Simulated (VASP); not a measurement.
Write the native input for VASP 6.6.1 that does the following.

```yaml
Task: single point
Functional: PBEsol
Potentials_or_basis: VASP PAW PBE potentials, release 64 (Cd_sv_GW, H, O)
Cutoff: 600 eV
k_mesh: 6 × 6 × 4
Occupations: gaussian, width 0.01 eV
Spin: no spin polarisation
Dipole_correction: no
Second_run: valence_matched
Further_INCAR_settings: ALGO = Normal; EDIFF = 1e-06; NBANDS = 25
```

The structure of CdH2O2 lies in POSCAR:

```
CdH2O2
1.0
    3.4680130281      0.0000000000      0.0000000000
   -1.7340065140      3.0033873839      0.0000000000
    0.0000000000      0.0000000000      4.5802286343
Cd H O
1 2 2
Direct
    0.0000000000      0.0000000000      0.0000000000
    0.6666666667      0.3333333333      0.5509607200
    0.3333333333      0.6666666667      0.4490392800
    0.6666666667      0.3333333333      0.7593720000
    0.3333333333      0.6666666667      0.2406280000
```

One way to write it, as run:

INCAR

```
ALGO = Normal
EDIFF = 1E-6
ENCUT = 600
GGA = PS
GGA_COMPAT = False
ISIF = 2
ISMEAR = 0
LASPH = True
LCHARG = False
LREAL = False
LWAVE = False
NBANDS = 25
NELM = 120
PREC = Accurate
SIGMA = 0.01
```

KPOINTS

```
k-points
0
Gamma
  6 6 4
```

Potentials or basis: VASP PAW PBE potentials, release 64 (Cd_sv_GW, H, O).

The run is started by

```console
$ cat potpaw_PBE.64/Cd_sv_GW/POTCAR potpaw_PBE.64/H/POTCAR potpaw_PBE.64/O/POTCAR > POTCAR
$ mpirun -np 1 vasp_std > vasp.out
```

It gave:

The pressure is 4.2 GPa and the largest force is 1.302 eV/Å. The band gap on the k mesh is 1.72 eV, indirect (least direct gap 2.08 eV).

Caveat: the PAW data sets were made with another functional, which shifts forces and pressure a little.

It took 23 s on 1 thread of AMD EPYC 9R45 96-Core Processor (Zen 5) (shared host), peak memory 0.17 GiB.
